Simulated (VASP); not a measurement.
Runs of VASP 6.6.1 on HgTe. The structure is that of space group F-43m (No. 216), or close to it. The cells are those of the table. 

```csv
task,cell,cutoff (eV),gap on the mesh (eV),pressure (GPa)
single point,"a = 4.070 Å, angles 60.0°, 2 atoms",520,0.11,40.7
single point,"a = 4.236 Å, angles 60.0°, 2 atoms",520,none,(a)
relaxation of cell and atoms,"relaxed to 20 GPa from a = 4.252 Å, angles 60.0°, 2 atoms",600,none,20.0
single point,"a = 4.689 Å, angles 60.0°, 2 atoms",520,none,-1.9
single point,"a = 4.462 Å, angles 60.0°, 2 atoms",520,none,(b)
```

Alike in all rows: level PBEsol; potentials or basis VASP PAW PBE potentials, release 64 (Hg, Te); no spin polarisation; k mesh 12 × 12 × 12; smearing gaussian 0.1 eV.

Problem. Fill in the values left out.

Solution. (a) 20.3; (b) 5.2.

Caveats: the PAW data sets were made with another functional, which shifts forces and pressure a little; spin-orbit coupling is left out, which moves the levels of the heavy elements; semilocal functionals underestimate gaps, so a narrow gap can read as zero (at least some runs); the cell stands under pressure (at least some runs); the cell is relaxed towards a set pressure, so the run minimises the enthalpy, not the energy (at least some runs).

A k mesh can miss the band edges, and the runs leave out spin-orbit coupling on Hg, Te.

A gap of «none» marks levels without a gap at the run's occupations.
